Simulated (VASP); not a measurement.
# B2W (P6/mmm) in VASP: a series of runs

The runs below take B2W through electric field gradients, with LDA.

Everything below comes from runs of VASP 6.6.1. Logs are shortened: lines on timing, memory, paths and dates and some standing lists are left out, and cuts for length are marked.

## Step 1: The cell of the first run

The structure is hexagonal, space group P6/mmm (No. 191). Conventional cell: a = 2.960 Å, b = 2.960 Å, c = 3.050 Å, α = 90.00°, β = 90.00°, γ = 120.00°. Within 2.3 Å of B (site symmetry -6m2) lie 3 B at 1.71 Å and 6 W at 2.29 Å. W (site symmetry 6/mmm) has 12 B at 2.29 Å and 6 W at 2.96 Å within 3.0 Å.

## Step 2: Electric field gradients, LDA (equal xx and yy strain of -2 %)

File INCAR:

```
PREC = Accurate ; ENCUT = 520
EDIFF = 1E-8 ; ISMEAR = -1
SIGMA = 0.05 ; LREAL = F
LASPH = T ; NELM = 60
ALGO = Normal ; ISIF = 2
LWAVE = F ; LCHARG = F
LEFG = T ; NBANDS = 17
```

File KPOINTS:

```
Automatic mesh
0
Gamma
  14 14 12
```

File POSCAR:

```
B2W
1.0
    2.9596013921      0.0000000000      0.0000000000
   -1.4798006961      2.5630899906      0.0000000000
    0.0000000000      0.0000000000      3.0500000000
B W
2 1
Direct
    0.3333333333      0.6666666667      0.5000000000
    0.6666666667      0.3333333333      0.5000000000
    0.0000000000      0.0000000000      0.0000000000
```

Potentials or basis: VASP PAW LDA potentials, release 64 (B, W_sv).

Run with:

```console
$ cat potpaw_LDA.64/B/POTCAR potpaw_LDA.64/W_sv/POTCAR > POTCAR
$ mpirun -np 1 vasp_std > vasp.out
```

OUTCAR:

```text
PREC = Accurate
   ENCUT = 520
   EDIFF = 1E-8
   ISMEAR = -1
   LREAL = F
   LASPH = T
   NELM = 60
   ISIF = 2

 ion  position               nearest neighbor table
   1  0.333  0.667  0.500-   2 1.71   2 1.71   2 1.71   3 2.29   3 2.29   3 2.29   3 2.29   3 2.29
                             3 2.29
   2  0.667  0.333  0.500-   1 1.71   1 1.71   1 1.71   3 2.29   3 2.29   3 2.29   3 2.29   3 2.29
                             3 2.29
   3  0.000  0.000  0.000-   1 2.29   2 2.29   1 2.29   2 2.29   1 2.29   1 2.29   2 2.29   2 2.29
                             2 2.29   2 2.29   1 2.29   1 2.29

  LATTYP: Found a hexagonal cell.
 ALAT       =     2.9596013921
 C/A-ratio  =     1.0305441835

  Lattice vectors:

 A1 = (   2.9596013921,   0.0000000000,   0.0000000000)
 A2 = (  -1.4798006961,   2.5630899906,   0.0000000000)
 A3 = (   0.0000000000,   0.0000000000,   3.0500000000)

Analysis of symmetry for initial positions (statically):
=====================================================================
 Subroutine PRICEL returns:
 Original cell was already a primitive cell.

 Routine SETGRP: Setting up the symmetry group for a
 hexagonal supercell.

 Subroutine GETGRP returns: Found 24 space group operations
 (whereof 24 operations were pure point group operations)
 out of a pool of 24 trial point group operations.

The static configuration has the point symmetry D_6h.

Analysis of symmetry for dynamics (positions and initial velocities):
=====================================================================
 Subroutine PRICEL returns:
 Original cell was already a primitive cell.

 Routine SETGRP: Setting up the symmetry group for a
 hexagonal supercell.

 Subroutine GETGRP returns: Found 24 space group operations
 (whereof 24 operations were pure point group operations)
 out of a pool of 24 trial point group operations.

The dynamic configuration has the point symmetry D_6h.

 Subroutine INISYM returns: Found 24 space group operations
 (whereof 24 operations are pure point group operations),
 and found     1 'primitive' translations

----------------------------------------------------------------------------------------

                                     Primitive cell

  volume of cell :      23.1365

  direct lattice vectors                    reciprocal lattice vectors
     2.959601392  0.000000000  0.000000000     0.337883339  0.195077037  0.000000000
    -1.479800696  2.563089991  0.000000000     0.000000000  0.390154073  0.000000000
     0.000000000  0.000000000  3.050000000     0.000000000  0.000000000  0.327868852

  length of vectors
     2.959601392  2.959601392  3.050000000     0.390154073  0.390154073  0.327868852

  position of ions in fractional coordinates (direct lattice)
     0.333333333  0.666666667  0.500000000
     0.666666667  0.333333333  0.500000000
     0.000000000  0.000000000  0.000000000

  ion indices of the primitive-cell ions
   primitive index   ion index
                 1           1
                 2           2
                 3           3

----------------------------------------------------------------------------------------

 KPOINTS: Automatic mesh

Automatic generation of k-mesh.
 Grid dimensions read from file:
 generate k-points for:   14   14   12

 Generating k-lattice:

  Cartesian coordinates                     Fractional coordinates (reciprocal lattice)
     0.024134524  0.013934074  0.000000000     0.071428571 -0.000000000  0.000000000
     0.000000000  0.027868148  0.000000000     0.000000000  0.071428571  0.000000000
     0.000000000  0.000000000  0.027322404     0.000000000  0.000000000  0.083333333

  Length of vectors
     0.027868148  0.027868148  0.027322404

  Shift w.r.t. Gamma in fractional coordinates (k-lattice)
     0.000000000  0.000000000  0.000000000

 Subroutine IBZKPT returns following result:
 ===========================================

 Found    168 irreducible k-points:

 Following reciprocal coordinates:
            Coordinates               Weight
  0.000000  0.000000  0.000000      1.000000
  0.071429  0.000000  0.000000      6.000000
  0.142857  0.000000  0.000000      6.000000
  0.214286  0.000000  0.000000      6.000000
  0.285714  0.000000  0.000000      6.000000
  0.357143  0.000000  0.000000      6.000000
[... 16 lines left out ...]
  0.285714  0.285714  0.000000      6.000000
  0.357143  0.285714  0.000000      6.000000
 [... further k-points ...]
   k-points           NKPTS =    168   k-points in BZ     NKDIM =    168   number of bands    NBANDS=     17
   number of dos      NEDOS =    301   number of ions     NIONS =      3
   total plane-waves  NPLWV =  13824
   dimension x,y,z NGX =    24 NGY =   24 NGZ =   24
   dimension x,y,z NGXF=    48 NGYF=   48 NGZF=   48
   ions per type =               2   1
   NGX,Y,Z   is equivalent  to a cutoff of  13.48, 13.48, 13.08 a.u.
   NGXF,Y,Z  is equivalent  to a cutoff of  26.96, 26.96, 26.16 a.u.
 SYSTEM =  unknown system
   PREC   = accura    normal or accurate (medium, high low for compatibility)
   ISTART =      0    job   : 0-new  1-cont  2-samecut
   ICHARG =      2    charge: 1-file 2-atom 10-const
   ISPIN  =      1    spin polarized calculation?
   LNONCOLLINEAR =      F non collinear calculations
   LSORBIT =      F    spin-orbit coupling
   LASPH  =      T    aspherical Exc in radial PAW
   ENCUT  =  520.0 eV  38.22 Ry    6.18 a.u.   5.50  5.50  5.67*2*pi/ulx,y,z
   NELM   =     60;   NELMIN=  2; NELMDL= -5     # of ELM steps
   EDIFF  = 0.1E-07   stopping-criterion for ELM
   LREAL  =      F    real-space projection
   EDIFFG = 0.1E-06   stopping-criterion for IOM
   NSW    =      0    number of steps for IOM
   IBRION =     -1    ionic relax: 0-MD 1-quasi-New 2-CG
   NFREE  =      0    steps in history (QN), initial steepest desc. (CG)
   ISIF   =      2    stress and relaxation
   ISYM   =      2    0-nonsym 1-usesym 2-fastsym
   POTIM  = 0.5000    time-step for ionic-motion
   TEBEG  =    0.0;   TEEND  =   0.0 temperature during run
   PSTRESS=    0.0 pullay stress
   NELECT =      20.0000    total number of electrons
   NUPDOWN=      -1.0000    fix difference up-down
   EMIN   =  10.00;   EMAX   =-10.00  energy-range for DOS
   EFERMI =   0.00;   METHOD = LEGACY
   ISMEAR =    -1;   SIGMA  =   0.05  broadening in eV -4-tet -1-fermi 0-gaus
   EFERMI_NEDOS =   21; number of points for ismear=-14 and -15
   IALGO  =     38    algorithm
   IMIX   =      4    mixing-type and parameters
     AMIX     =   0.40;   BMIX     =  1.00
     AMIX_MAG =   1.60;   BMIX_MAG =  1.00
  volume/ion in A,a.u.               =       7.71        52.04
  Fermi-wavevector in a.u.,A,eV,Ry     =   1.559502  2.947031 33.089989  2.432046
  Thomas-Fermi vector in A             =   2.662851
   LORBIT       =      0    0 simple, 1 ext, 2 COOP (PROOUT), +10 PAW based schemes
   GGA     = CA    functional components
   LHFCALC =     F    Hartree Fock is set to
   AEXX    =    0.0000 exact exchange contribution
   IVDW    =     0    specifies the selected vdW correction
   LEPSILON=     F    determine dielectric tensor
   LRPA    =     F    only Hartree local field effects (RPA)
 non-spin polarized calculation
  energy-cutoff  :      520.00
  volume of cell :       23.14
 maximum number of plane-waves:       648
 NGX is ok and might be reduce to    24
   NGX = 11   NGY = 11   NGZ = 11

 number of electron      20.0000001 magnetization

 Free energy of the ion-electron system (eV)
  ---------------------------------------------------
  ext. energy  EPLUGINS =         0.00000000
  ---------------------------------------------------
  free energy    TOTEN  =       -29.09299871 eV

  energy without entropy =      -29.08257887  energy(sigma->0) =      -29.08778879

 E-fermi :  14.2624     XC(G=0): -14.3700

 val. band max:       14.2483909259   @ k =   0.2857   0.0000   0.0833
 cond. band min:      14.2731825743   @ k =   0.3571   0.1429   0.0000
 fundamental gap:      0.0247916484
 Fermi energy:        14.2624274065

 k-point     1 :       0.0000    0.0000    0.0000
  band No.  band energies     occupation
      1     -60.4521      2.00000
      2     -25.1236      2.00000
      3     -24.7538      2.00000
      4     -24.7538      2.00000
      5      -2.7101      2.00000
      6       7.7295      2.00000
[... 9 lines left out ...]
     16      18.5701      0.00000
     17      22.1285      0.00000

 k-point     2 :       0.0714    0.0000    0.0000
  band No.  band energies     occupation
      1     -60.4496      2.00000
      2     -25.1176      2.00000
      3     -24.7930      2.00000
      4     -24.7628      2.00000
      5      -2.5833      2.00000
      6       7.6297      2.00000
[... 9 lines left out ...]
     16      19.1726      0.00000
     17      21.7301      0.00000

 k-point     3 :       0.1429    0.0000    0.0000
  band No.  band energies     occupation
      1     -60.4426      2.00000
      2     -25.1008      2.00000
      3     -24.9017      2.00000
      4     -24.7879      2.00000
      5      -2.2154      2.00000
      6       6.9849      2.00000
[... 9 lines left out ...]
     16      20.7923      0.00000
     17      20.9527      0.00000

 k-point     4 :       0.2143    0.0000    0.0000
  band No.  band energies     occupation
      1     -60.4326      2.00000
      2     -25.0764      2.00000
      3     -25.0556      2.00000
      4     -24.8241      2.00000
      5      -1.6407      2.00000
      6       6.1396      2.00000
[... 9 lines left out ...]
     16      21.8344      0.00000
     17      22.6183      0.00000
[... 343 lines left out ...]
      1     -60.3981      2.00000
      2     -25.4014      2.00000
      3     -25.1138      2.00000
      4     -24.9921      2.00000
      5       1.9290      2.00000
      6       3.4105      2.00000
[... 9 lines left out ...]
     16      24.1859      0.00000
     17      26.9305      0.00000

 k-point    23 :       0.2857    0.2857    0.0000
  band No.  band energies     occupation
      1     -60.3976      2.00000
      2     -25.3596      2.00000
      3     -25.1675      2.00000
      4     -24.9908      2.00000
      5       2.0149      2.00000
      6       3.8804      2.00000
[... 9 lines left out ...]
     16      25.2542      0.00000
     17      26.3317      0.00000

 k-point    24 :       0.3571    0.2857    0.0000
  band No.  band energies     occupation
      1     -60.3960      2.00000
      2     -25.3347      2.00000
      3     -25.2213      2.00000
      4     -24.9870      2.00000
      5       2.7851      2.00000
      6       3.3817      2.00000
[... 9 lines left out ...]
     16      25.2293      0.00000
     17      26.5524      0.00000

 [... further k-points ...]
[... 5 lines left out ...]
  --------------------------------------------------------------------------------------
  -------------------------------------------------------------------------------------
  Total        5.8119059      5.8119059      7.5342168     -0.0000000     -0.0000000      0.0000000
  in kB      402.4688185    402.4688184    521.7371702     -0.0000000     -0.0000000      0.0000000
  external PRESSURE =     442.2249357 kB  Pullay stress =       0.0000000 kB

 VOLUME and BASIS-vectors are now :
 -----------------------------------------------------------------------------
  energy-cutoff  :      520.00
  volume of cell :       23.14
      direct lattice vectors                 reciprocal lattice vectors
     2.959601392  0.000000000  0.000000000     0.337883339  0.195077037  0.000000000
    -1.479800696  2.563089991  0.000000000     0.000000000  0.390154073  0.000000000
     0.000000000  0.000000000  3.050000000     0.000000000  0.000000000  0.327868852

 POSITION                                       TOTAL-FORCE (eV/Angst)
 -----------------------------------------------------------------------------------
     -0.00000      1.70873      1.52500        -0.000000     -0.000000      0.000000
      1.47980      0.85436      1.52500         0.000000      0.000000      0.000000
      0.00000      0.00000      0.00000        -0.000000     -0.000000      0.000000
 -----------------------------------------------------------------------------------
    total drift:                               -0.000000      0.000000      0.000000

  FREE ENERGIE OF THE ION-ELECTRON SYSTEM (eV)
  ---------------------------------------------------
  free  energy   TOTEN  =       -29.0929987056 eV

  energy  without entropy=      -29.0825788715  energy(sigma->0) =      -29.08778879

 Electric field gradients (V/A^2)
---------------------------------------------------------------------
 ion       V_xx      V_yy      V_zz      V_xy      V_xz      V_yz
---------------------------------------------------------------------
   1      -1.247    -1.247     2.495    -0.000     0.000    -0.000
   2      -1.247    -1.247     2.495    -0.000     0.000     0.000
   3     -15.343   -15.343    30.686     0.000     0.000     0.000
---------------------------------------------------------------------

 Electric field gradients after diagonalization (V/A^2)
 (convention: |V_zz| > |V_xx| > |V_yy|)
----------------------------------------------------------------------
 ion       V_xx      V_yy      V_zz     asymmetry (V_yy - V_xx)/ V_zz
----------------------------------------------------------------------
   1      -1.247    -1.247     2.495       0.000
   2      -1.247    -1.247     2.495       0.000
   3     -15.343   -15.342    30.686       0.000
----------------------------------------------------------------------

           NMR quadrupolar parameters

 Cq : quadrupolar parameter    Cq=e*Q*V_zz/h
 eta: asymmetry parameters     (V_yy - V_xx)/ V_zz
 Q  : nuclear electric quadrupole moment in mb (millibarn)
----------------------------------------------------------------------
 ion       Cq(MHz)       eta       Q (mb)
----------------------------------------------------------------------
   1       0.006       0.000       1.000
   2       0.006       0.000       1.000
   3       0.074       0.000       1.000
----------------------------------------------------------------------
```

It took 34 s on 1 thread of Intel Xeon 6975P-C (Granite Rapids), shared host; peak memory 0.17 GiB.

Results:

| Item | Value |
| --- | --- |
| Free energy | -29.0930 eV |
| Pressure | 44.2 GPa |
| Band gap on the k mesh | zero (band 10 reaches 16.26 eV, above the bottom of band 11 at 11.44 eV) |

Stress tensor (GPa, compression positive):
```
40.25  0.00  0.00
 0.00 40.25  0.00
 0.00  0.00 52.17
```

Electric field gradients, principal values (V/Å²):
| atom | least | middle | greatest (by size) |
| --- | --- | --- | --- |
| 1 B | -1.247 | -1.247 | 2.495 |
| 2 B | -1.247 | -1.247 | 2.495 |
| 3 W | -15.342 | -15.343 | 30.686 |

Caveat: the cell differs from its parent crystal (equal xx and yy strain of -2 %); without QUAD_EFG the Cq values of the log hold for a quadrupole moment of 1 mb, not for the nuclei; spin-orbit coupling is left out, which moves the levels of the heavy elements.

(Continued in part 2 of 3.)
